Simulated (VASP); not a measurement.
Runs of VASP 6.6.1 on NiO. The structure is that of space group Fm-3m (No. 225), or close to it. The cells are those of the table. 

```csv
task,potentials or basis,cell,cutoff (eV),second run,k mesh for the DOS,occupations for the DOS,gap on the mesh (eV),pressure (GPa),moment (μB)
single point,"VASP PAW PBE potentials, release 64 (Ni, O)","a = 3.077 Å, angles 60.0°, 2 atoms",520,-,-,-,2.04,-15.6,2.00
single point,"VASP PAW PBE potentials, release 64 (Ni_sv_GW, O)","a = 2.924 Å, angles 60.0°, 2 atoms",600,valence_matched,-,-,2.49,16.6,2.00
single point,"VASP PAW PBE potentials, release 64 (Ni_sv_GW, O)","a = 2.956 Å, angles 60.0°, 2 atoms",600,valence_matched,-,-,2.32,8.7,2.00
single point,"VASP PAW PBE potentials, release 64 (Ni_sv_GW, O)","a = 3.018 Å, angles 60.0°, 2 atoms",600,valence_matched,-,-,(a),-3.7,2.00
single point,"VASP PAW PBE potentials, release 64 (Ni, O)","a = 2.987 Å, angles 60.0°, 2 atoms",520,-,-,-,(d),-3.4,2.00
single point,"VASP PAW PBE potentials, release 64 (Ni_sv_GW, O)","a = 2.987 Å, angles 60.0°, 2 atoms",600,valence_matched,-,-,2.15,2.0,2.00
single point,"VASP PAW PBE potentials, release 64 (Ni, O)","a = 3.018 Å, angles 60.0°, 2 atoms",520,-,-,-,2.36,(c),2.00
single point,"VASP PAW PBE potentials, release 64 (Ni_sv_GW, O)","a = 3.077 Å, angles 60.0°, 2 atoms",600,valence_matched,-,-,(b),-12.6,2.00
single point,"VASP PAW PBE potentials, release 64 (Ni, O)","a = 2.956 Å, angles 60.0°, 2 atoms",520,-,-,-,2.53,2.2,2.00
single point,"VASP PAW PBE potentials, release 64 (Ni, O)","a = 3.047 Å, angles 60.0°, 2 atoms",520,-,-,-,2.19,-12.2,2.00
density of states,"VASP PAW PBE potentials, release 64 (Ni, O)","a = 3.018 Å, angles 60.0°, 2 atoms",520,-,18 × 18 × 18,tetrahedron,-,-,2.00
```

Alike in all rows: level PBE+U; spin collinear, ferromagnetic start; Ni d U = 6.2 eV; k mesh 12 × 12 × 12; smearing gaussian 0.02 eV.

Q: Estimate the missing entries.

A: (a) 2.00; (b) 1.72; (c) -8.2; (d) 2.54.

Caveats: a cell with one magnetic atom can't hold antiferromagnetic order, which such compounds often take.

A k mesh can miss the band edges.

The runs don't all hold the same shells in valence.
